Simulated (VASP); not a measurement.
Input of a VASP 6.6.1 run:

File INCAR:

```
PREC = Accurate ; ENCUT = 520
EDIFF = 1E-7 ; ISMEAR = 0
SIGMA = 0.1 ; LREAL = False
LASPH = True ; NELM = 150
ALGO = Normal ; ISIF = 2
LWAVE = False ; LCHARG = False
ISPIN = 2 ; MAGMOM = 3.16 0.29
LORBIT = 11 ; LMAXMIX = 4
GGA = PE ; NBANDS = 20
```

The input KPOINTS:

```
regular mesh
0
Gamma
  12 12 12
```

The input POSCAR:

```
FePt
1.0
   -1.8904964074     -1.8904964074     -3.8198806254
   -1.8904964074     -3.8198806254     -1.8904964074
   -3.8198806254     -1.8904964074     -1.8904964074
Fe Pt
1 1
Direct
    0.0000000000      0.0000000000      1.0000000000
    0.5000000000      0.5000000000      0.5000000000
```

Potentials or basis: VASP PAW PBE potentials, release 64 (Fe, Pt).

Launch:

```bash
$ cat potpaw_PBE.64/Fe/POTCAR potpaw_PBE.64/Pt/POTCAR > POTCAR
$ mpirun -np 1 vasp_std > vasp.out
```

Problem. What does it give for the pressure?

Solution. -0.9 GPa.

Problem. Estimate the net moment.

Solution. 3.12 μB per cell.

Problem. Estimate the site moments.

Solution. Fe +2.89; Pt +0.22 μB.

Stress tensor (GPa, compression positive):
```
-0.88  0.06  0.06
 0.06 -0.88  0.06
 0.06  0.06 -0.88
```
